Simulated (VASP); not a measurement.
# AlN (P1) in VASP: single point with r2SCAN

Aim: the single point of AlN with r2SCAN.

Everything below comes from runs of VASP 6.6.1. Logs are shortened: lines on timing, memory, paths and dates and some standing lists are left out, and cuts for length are marked.

## Step 1: The cell of the first run

The typed cell holds 12 atoms: a = 3.089 Å, b = 3.089 Å, c = 15.159 Å, α = 88.25°, β = 86.50°, γ = 60.00°.

## Step 2: Single point, r2SCAN (the part above a cut slid along it)

Input file POSCAR:

```
AlN
1.0
    2.1839935596     -2.1839935596      0.0000000000
    2.1839935596      0.0000000000     -2.1839935596
    9.3911723063      8.0807761705      8.7359742384
Al N
6 6
Direct
    0.6479266667      0.6666666667      0.0624666667
   -0.2687400000      0.0000000000      0.8958000000
    0.2645933333      0.3333333333      0.2291333333
    0.4979266667      0.6666666667      0.5624666667
   -0.1187400000      0.0000000000      0.3958000000
    0.1145933333      0.3333333333      0.7291333333
    0.5354266667      0.6666666667      0.4374666667
    0.9187600000      1.0000000000      0.2708000000
    0.1520933333      0.3333333333      0.6041333333
    0.3854266667      0.6666666667      0.9374666667
   -0.2312400000      0.0000000000      0.7708000000
    0.3020933333      0.3333333333      0.1041333333
```

Input file INCAR.step1:

```
SYSTEM = AlN
PREC = Accurate
ENCUT = 520
ISMEAR = 0
SIGMA = 0.05
LREAL = .False.
LASPH = .True.
NELM = 100
NBANDS = 36
GGA = PE
ALGO = Normal
EDIFF = 1E-4
LWAVE = .True.
LCHARG = .False.
```

Input file INCAR.step2:

```
SYSTEM = AlN
PREC = Accurate
ENCUT = 520
EDIFF = 1E-7
ISMEAR = 0
SIGMA = 0.05
LREAL = .False.
LASPH = .True.
NELM = 100
ALGO = Normal
ISIF = 2
LWAVE = .False.
LCHARG = .True.
METAGGA = R2SCAN
LMIXTAU = .True.
LELF = .True.
LVHAR = .True.
NBANDS = 36
ISTART = 1
```

Input file KPOINTS:

```
Automatic mesh
0
Gamma
  8 8 2
  0 0 0
```

Potentials or basis: VASP PAW PBE potentials, release 64 (Al, N).

Run with:

```console
> cat potpaw_PBE.64/Al/POTCAR potpaw_PBE.64/N/POTCAR > POTCAR
> cp INCAR.step1 INCAR
> mpirun -np 1 vasp_std > vasp.out
> cp INCAR.step2 INCAR
> mpirun -np 1 vasp_std > vasp.out
```

OUTCAR:

```text
SYSTEM = AlN
   PREC = Accurate
   ENCUT = 520
   EDIFF = 1E-7
   ISMEAR = 0
   LREAL = .False.
   LASPH = .True.
   NELM = 100
   ISIF = 2
   METAGGA = R2SCAN
   ISTART = 1

 ion  position               nearest neighbor table
   1  0.648  0.667  0.062-  12 1.89  12 1.89  12 1.89  10 2.11   2 2.75   3 3.09   3 3.09   3 3.09
                             2 3.22
   2  0.731  0.000  0.896-  10 1.89  11 1.89  10 1.89  10 1.89   1 2.75   6 3.09   6 3.09   6 3.09
                             1 3.22
   3  0.265  0.333  0.229-   8 1.89  12 1.89   8 1.89   8 1.89   1 3.09   1 3.09   1 3.09   5 3.09
                             5 3.09   5 3.09
   4  0.498  0.667  0.562-   9 1.89   9 1.89   7 1.89   9 1.89   6 3.09   6 3.09   6 3.09   5 3.09
                             5 3.09   5 3.09
   5  0.881  0.000  0.396-   7 1.89   8 1.89   7 1.89   7 1.89   4 3.09   3 3.09   4 3.09   3 3.09
                             4 3.09   3 3.09
   6  0.115  0.333  0.729-  11 1.89   9 1.89  11 1.89  11 1.89   4 3.09   4 3.09   4 3.09   2 3.09
                             2 3.09   2 3.09
   7  0.535  0.667  0.437-   5 1.89   4 1.89   5 1.89   5 1.89
   8  0.919  0.000  0.271-   3 1.89   5 1.89   3 1.89   3 1.89
   9  0.152  0.333  0.604-   4 1.89   4 1.89   6 1.89   4 1.89
  10  0.385  0.667  0.937-   2 1.89   2 1.89   2 1.89   1 2.11
  11  0.769  0.000  0.771-   6 1.89   2 1.89   6 1.89   6 1.89
  12  0.302  0.333  0.104-   1 1.89   1 1.89   3 1.89   1 1.89

  LATTYP: Found a base centered monoclinic cell.
 ALAT       =     3.0886333121
 B/A-ratio  =     1.7320508076
 C/A-ratio  =     4.9081564767
 COS(beta)  =    -0.0611227457

  Lattice vectors:

 A1 = (   0.0000000000,   2.1839935596,  -2.1839935596)
 A2 = (  -2.1839935596,   0.0000000000,   2.1839935596)
 A3 = (   9.3911723063,   8.0807761705,   8.7359742384)

Analysis of symmetry for initial positions (statically):
=====================================================================
 Subroutine PRICEL returns:
 Original cell was already a primitive cell.

 Routine SETGRP: Setting up the symmetry group for a
 base centered monoclinic supercell.

 Subroutine GETGRP returns: Found  1 space group operations
 (whereof  1 operations were pure point group operations)
 out of a pool of  4 trial point group operations.

The static configuration has the point symmetry C_1 .

Analysis of symmetry for dynamics (positions and initial velocities):
=====================================================================
 Subroutine PRICEL returns:
 Original cell was already a primitive cell.

 Routine SETGRP: Setting up the symmetry group for a
 base centered monoclinic supercell.

 Subroutine GETGRP returns: Found  1 space group operations
 (whereof  1 operations were pure point group operations)
 out of a pool of  4 trial point group operations.

The dynamic configuration has the point symmetry C_1 .

 Subroutine INISYM returns: Found  1 space group operations
 (whereof  1 operations are pure point group operations),
 and found     1 'primitive' translations

----------------------------------------------------------------------------------------

                                     Primitive cell

  volume of cell :     125.0073

  direct lattice vectors                    reciprocal lattice vectors
     2.183993560 -2.183993560  0.000000000     0.141178682 -0.316698126  0.141178682
     2.183993560  0.000000000 -2.183993560     0.152625603  0.152625603 -0.305251205
     9.391172306  8.080776171  8.735974238     0.038156401  0.038156401  0.038156401

  length of vectors
     3.088633312  3.088633312 15.159495595     0.374380213  0.373854848  0.066088825

  position of ions in fractional coordinates (direct lattice)
     0.647926667  0.666666667  0.062466667
     0.731260000  1.000000000  0.895800000
     0.264593333  0.333333333  0.229133333
     0.497926667  0.666666667  0.562466667
     0.881260000  1.000000000  0.395800000
     0.114593333  0.333333333  0.729133333
     0.535426667  0.666666667  0.437466667
     0.918760000  1.000000000  0.270800000
     0.152093333  0.333333333  0.604133333
     0.385426667  0.666666667  0.937466667
     0.768760000  1.000000000  0.770800000
     0.302093333  0.333333333  0.104133333

  ion indices of the primitive-cell ions
   primitive index   ion index
                 1           1
                 2           2
                 3           3
                 4           4
                 5           5
                 6           6
                 7           7
                 8           8
                 9           9
                10          10
                11          11
                12          12

----------------------------------------------------------------------------------------

 KPOINTS: Automatic mesh

Automatic generation of k-mesh.
 Grid dimensions read from file:
 generate k-points for:    8    8    2

 Generating k-lattice:

  Cartesian coordinates                     Fractional coordinates (reciprocal lattice)
     0.017647335 -0.039587266  0.017647335     0.125000000  0.000000000 -0.000000000
     0.019078200  0.019078200 -0.038156401     0.000000000  0.125000000 -0.000000000
     0.019078200  0.019078200  0.019078200     0.000000000  0.000000000  0.500000000

  Length of vectors
     0.046797527  0.046731856  0.033044412

  Shift w.r.t. Gamma in fractional coordinates (k-lattice)
     0.000000000  0.000000000  0.000000000

 Subroutine IBZKPT returns following result:
 ===========================================

 Found     68 irreducible k-points:

 Following reciprocal coordinates:
            Coordinates               Weight
  0.000000  0.000000  0.000000      1.000000
  0.125000  0.000000 -0.000000      2.000000
 -0.125000 -0.125000 -0.000000      2.000000
  0.250000  0.000000 -0.000000      2.000000
 -0.250000 -0.250000 -0.000000      2.000000
  0.375000  0.000000  0.000000      2.000000
[... 16 lines left out ...]
  0.500000  0.250000 -0.000000      2.000000
 -0.375000  0.250000  0.000000      2.000000
 [... further k-points ...]
   k-points           NKPTS =     68   k-points in BZ     NKDIM =     68   number of bands    NBANDS=     36
   number of dos      NEDOS =    301   number of ions     NIONS =     12
   total plane-waves  NPLWV =  69120
   dimension x,y,z NGX =    24 NGY =   24 NGZ =  120
   dimension x,y,z NGXF=    48 NGYF=   48 NGZF=  240
   ions per type =               6   6
   NGX,Y,Z   is equivalent  to a cutoff of  12.92, 12.92, 13.16 a.u.
   NGXF,Y,Z  is equivalent  to a cutoff of  25.84, 25.84, 26.32 a.u.
 SYSTEM =  AlN
   PREC   = accura    normal or accurate (medium, high low for compatibility)
   ISTART =      1    job   : 0-new  1-cont  2-samecut
   ICHARG =      0    charge: 1-file 2-atom 10-const
   ISPIN  =      1    spin polarized calculation?
   LNONCOLLINEAR =      F non collinear calculations
   LSORBIT =      F    spin-orbit coupling
   LASPH  =      T    aspherical Exc in radial PAW
   ENCUT  =  520.0 eV  38.22 Ry    6.18 a.u.   5.74  5.74 28.19*2*pi/ulx,y,z
   NELM   =    100;   NELMIN=  2; NELMDL=  0     # of ELM steps
   EDIFF  = 0.1E-06   stopping-criterion for ELM
   LREAL  =      F    real-space projection
   EDIFFG = 0.1E-05   stopping-criterion for IOM
   NSW    =      0    number of steps for IOM
   IBRION =     -1    ionic relax: 0-MD 1-quasi-New 2-CG
   NFREE  =      0    steps in history (QN), initial steepest desc. (CG)
   ISIF   =      2    stress and relaxation
   ISYM   =      2    0-nonsym 1-usesym 2-fastsym
   POTIM  = 0.5000    time-step for ionic-motion
   TEBEG  =    0.0;   TEEND  =   0.0 temperature during run
   PSTRESS=    0.0 pullay stress
   NELECT =      48.0000    total number of electrons
   NUPDOWN=      -1.0000    fix difference up-down
   EMIN   =  10.00;   EMAX   =-10.00  energy-range for DOS
   EFERMI =   0.00;   METHOD = LEGACY
   ISMEAR =     0;   SIGMA  =   0.05  broadening in eV -4-tet -1-fermi 0-gaus
   EFERMI_NEDOS =   21; number of points for ismear=-14 and -15
   IALGO  =     38    algorithm
   IMIX   =      4    mixing-type and parameters
     AMIX     =   0.40;   BMIX     =  1.00
     AMIX_MAG =   1.60;   BMIX_MAG =  1.00
  volume/ion in A,a.u.               =      10.42        70.30
  Fermi-wavevector in a.u.,A,eV,Ry     =   1.189899  2.248583 19.263943  1.415860
  Thomas-Fermi vector in A             =   2.325996
   LORBIT       =      0    0 simple, 1 ext, 2 COOP (PROOUT), +10 PAW based schemes
   METAGGA = R2SCAN    functional components
   LHFCALC =     F    Hartree Fock is set to
   AEXX    =    0.0000 exact exchange contribution
   IVDW    =     0    specifies the selected vdW correction
   LEPSILON=     F    determine dielectric tensor
   LRPA    =     F    only Hartree local field effects (RPA)
 non-spin polarized calculation
 Gauss-broadening in eV      SIGMA  =   0.05
  energy-cutoff  :      520.00
  volume of cell :      125.01
 maximum number of plane-waves:      3392
   NGX = 11   NGY = 11   NGZ = 57

 number of electron      48.0000003 magnetization

 Free energy of the ion-electron system (eV)
  ---------------------------------------------------
  ext. energy  EPLUGINS =         0.00000000
  ---------------------------------------------------
  free energy    TOTEN  =      -114.19818454 eV

  energy without entropy =     -114.19818454  energy(sigma->0) =     -114.19818454

 E-fermi :   6.3730     XC(G=0): -11.4346

 val. band max:        6.0806081513   @ k =   0.0000   0.0000   0.0000
 cond. band min:       9.5914007783   @ k =   0.5000   0.0000  -0.0000
 fundamental gap:      3.5107926270
 Fermi energy:         6.3730021625

 k-point     1 :       0.0000    0.0000    0.0000
  band No.  band energies     occupation
      1     -10.0293      2.00000
      2      -9.6393      2.00000
      3      -9.5849      2.00000
      4      -8.6610      2.00000
      5      -8.5983      2.00000
      6      -7.9696      2.00000
[... 28 lines left out ...]
     35      17.8138      0.00000
     36      17.9868      0.00000

 k-point     2 :       0.1250    0.0000   -0.0000
  band No.  band energies     occupation
      1      -9.8267      2.00000
      2      -9.4607      2.00000
      3      -9.3798      2.00000
      4      -8.5260      2.00000
      5      -8.4240      2.00000
      6      -7.8487      2.00000
[... 28 lines left out ...]
     35      17.6941      0.00000
     36      18.1616      0.00000

 k-point     3 :      -0.1250   -0.1250   -0.0000
  band No.  band energies     occupation
      1      -9.8251      2.00000
      2      -9.4598      2.00000
      3      -9.3792      2.00000
      4      -8.5271      2.00000
      5      -8.4250      2.00000
      6      -7.8516      2.00000
[... 28 lines left out ...]
     35      17.8798      0.00000
     36      18.1141      0.00000
[... 742 lines left out ...]
 k-point    23 :       0.5000    0.2500   -0.0000
  band No.  band energies     occupation
      1      -8.1646      2.00000
      2      -7.9872      2.00000
      3      -7.8376      2.00000
      4      -7.5773      2.00000
      5      -7.4145      2.00000
      6      -7.2077      2.00000
[... 28 lines left out ...]
     35      16.9682      0.00000
     36      17.7085      0.00000

 k-point    24 :      -0.3750    0.2500    0.0000
  band No.  band energies     occupation
      1      -7.8440      2.00000
      2      -7.6504      2.00000
      3      -7.5760      2.00000
      4      -7.4763      2.00000
      5      -7.3955      2.00000
      6      -7.1598      2.00000
[... 28 lines left out ...]
     35      16.9501      0.00000
     36      17.1413      0.00000

 [... further k-points ...]

------------------------ aborting loop because EDIFF is reached ----------------------------------------

  FORCE on cell =-STRESS in cart. coord.  units (eV):
  Direction    XX          YY          ZZ          XY          YZ          ZX
  --------------------------------------------------------------------------------------
  -------------------------------------------------------------------------------------
  Total       -4.3366399     -0.2194027      2.1783406      1.0303935      2.7683001     -1.2268053
  in kB      -55.5812925     -2.8120122     27.9190772     13.2062152     35.4803950    -15.7235608
  external PRESSURE =     -10.1580758 kB  Pullay stress =       0.0000000 kB

 VOLUME and BASIS-vectors are now :
 -----------------------------------------------------------------------------
  energy-cutoff  :      520.00
  volume of cell :      125.01
      direct lattice vectors                 reciprocal lattice vectors
     2.183993560 -2.183993560  0.000000000     0.141178682 -0.316698126  0.141178682
     2.183993560  0.000000000 -2.183993560     0.152625603  0.152625603 -0.305251205
     9.391172306  8.080776171  8.735974238     0.038156401  0.038156401  0.038156401

 POSITION                                       TOTAL-FORCE (eV/Angst)
 -----------------------------------------------------------------------------------
      3.45770     -0.91029     -0.91029        -1.185963      0.586077     -0.054057
     10.00968      5.64169      7.82569        -0.144210     -0.299538     -0.587729
      3.45770      1.27371      1.27371         0.022417      0.063436      0.111490
      7.82569      3.45770      3.45770         0.028116      0.029021      0.028512
      5.64169      1.27371      3.45770         0.025877      0.030819      0.028707
      7.82569      5.64169      5.64169         0.023238      0.034371      0.033630
      6.73369      2.36570      2.36570        -0.027718     -0.026829     -0.025933
      4.54970      0.18171      2.36570        -0.038064     -0.012485     -0.023212
      6.73369      4.54970      4.54970        -0.023607     -0.030535     -0.027754
     11.10168      6.73369      6.73369         1.445213     -0.420613     -0.025062
      8.91768      4.54970      6.73369         0.002939     -0.085913     -0.030457
      2.36570      0.18171      0.18171        -0.128237      0.132189      0.571865
 -----------------------------------------------------------------------------------
    total drift:                                0.034233      0.035477      0.032634

  FREE ENERGIE OF THE ION-ELECTRON SYSTEM (eV)
  ---------------------------------------------------
  free  energy   TOTEN  =      -114.1981845393 eV

  energy  without entropy=     -114.1981845393  energy(sigma->0) =     -114.19818454
```

It took 14 min on 1 thread of AMD EPYC 9R45 (Zen 5), shared host; peak memory 0.37 GiB.

What came out:

```
Free energy            : -114.1982 eV
Pressure               : -1.0 GPa
Largest force          : 1.505 eV/Å
Band gap on the k mesh : 3.51 eV (least direct gap 3.79 eV)
```

Forces in eV/Å, atoms in the order of the input:
```
Al  -1.186  0.586 -0.054
Al  -0.144 -0.300 -0.588
Al   0.022  0.063  0.111
Al   0.028  0.029  0.029
Al   0.026  0.031  0.029
Al   0.023  0.034  0.034
N   -0.028 -0.027 -0.026
N   -0.038 -0.012 -0.023
N   -0.024 -0.031 -0.028
N    1.445 -0.421 -0.025
N    0.003 -0.086 -0.030
N   -0.128  0.132  0.572
```

Caveat: the cell differs from its parent crystal (the part above a cut slid along it); the stress differs along the axes, from -6 to 3 GPa; the PAW data sets were made with another functional, which shifts forces and pressure a little.
